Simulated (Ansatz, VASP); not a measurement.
**Two plane-wave programs on Si**

INCAR

```
PREC = Accurate
ENCUT = 500
EDIFF = 1E-6
ISMEAR = 0
SIGMA = 0.01
LREAL = False
LASPH = True
NELM = 120
ALGO = Normal
ISIF = 2
LWAVE = False
LCHARG = False
GGA = PE
NBANDS = 26
GGA_COMPAT = False
```

Contents of KPOINTS:

```
regular mesh
0
Gamma
  3 3 3
```

Contents of POSCAR:

```
Si
1.0
    5.4697269700      0.0000000000      0.0000000000
    0.0000000000      5.4697269700      0.0000000000
    0.0000000000      0.0000000000      5.4697269700
Si
8
Direct
    0.2500000000      0.2500000000      0.7500000000
    0.2500000000      0.7500000000      0.2500000000
    0.7500000000      0.2500000000      0.2500000000
    0.7500000000      0.7500000000      0.7500000000
    0.0000000000      0.0000000000      0.5000000000
    0.0000000000      0.5000000000      0.0000000000
    0.5000000000      0.0000000000      0.0000000000
    0.5000000000      0.5000000000      0.5000000000
```

Input for Ansatz:

```yaml
crystal:
  lattice:
    - [5.46972697, 0.0, 0.0]
    - [0.0, 5.46972697, 0.0]
    - [0.0, 0.0, 5.46972697]
  atoms:
    - { symbol: Si, position: [0.25, 0.25, 0.75] }
    - { symbol: Si, position: [0.25, 0.75, 0.25] }
    - { symbol: Si, position: [0.75, 0.25, 0.25] }
    - { symbol: Si, position: [0.75, 0.75, 0.75] }
    - { symbol: Si, position: [0.0, 0.0, 0.5] }
    - { symbol: Si, position: [0.0, 0.5, 0.0] }
    - { symbol: Si, position: [0.5, 0.0, 0.0] }
    - { symbol: Si, position: [0.5, 0.5, 0.5] }
basis:
  ecutwfc: 420.0
  ecutrho_ratio: 4
  xc_grid: 2
  fft_grid_basis: typed
  precision: f64
kpoints:
  mp_grid: { grid: [3, 3, 3] }
hamiltonian:
  pseudopotentials: { kind: paw, azcp: { folder: soft_1 } }
scf:
  max_iter: 80
  self_checks: high
  occupations: { method: fixed }
checkpoint:
  write: "../host.relax.run"
  compress: false
  write_wavefunctions: true
  write_every: 100000
```

Alike in both runs: task single point; functional PBE; k mesh 3 × 3 × 3; no spin polarisation.

|  | VASP | Ansatz |
| --- | --- | --- |
| version | VASP 6.6.1 | Ansatz 0.2.0 |
| potentials or method | VASP PAW PBE potentials, release 64 (Si), cutoff 500 eV | plane-wave PAW DFT |
| occupations | gaussian, width 0.01 eV | fixed |
| valence electrons in the cell | 32 | 32 |

|  | VASP | Ansatz | Ansatz less VASP |
| --- | --- | --- | --- |
| gap on the k mesh at the Fermi level (eV) | 0.75 | 0.75 | -0.001 |
